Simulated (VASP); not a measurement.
A run of VASP 6.6.1:

The input INCAR:

```
PREC = Accurate
ENCUT = 500
EDIFF = 1E-6
ISMEAR = 0
SIGMA = 0.1
LREAL = F
LASPH = T
NELM = 120
ALGO = Normal
ISIF = 2
LWAVE = F
LCHARG = T
GGA = PS
LELF = T
LVHAR = T
NBANDS = 12
GGA_COMPAT = F
```

KPOINTS

```
Automatic mesh
0
Gamma
  10 10 10
```

File POSCAR:

```
Au
1.0
   -1.5732570346      1.5732570346      1.5732570346
    1.5732570346     -1.5732570346      1.5732570346
    1.5732570346      1.5732570346     -1.5732570346
Au
1
Direct
    0.0000000000      0.0000000000      0.0000000000
```

Potentials or basis: VASP PAW PBE potentials, release 64 (Au).

Run with:

```bash
$ cat potpaw_PBE.64/Au/POTCAR > POTCAR
$ mpirun -np 1 vasp_std > vasp.out
```

Hardware: 1 thread of Intel Xeon 8259CL, on a shared host.

Estimate the wall time of this run.

It took 15 s on 1 thread of Intel Xeon 8259CL (shared host), peak memory 0.13 GiB. Counts: scf iterations 11, k points 47.
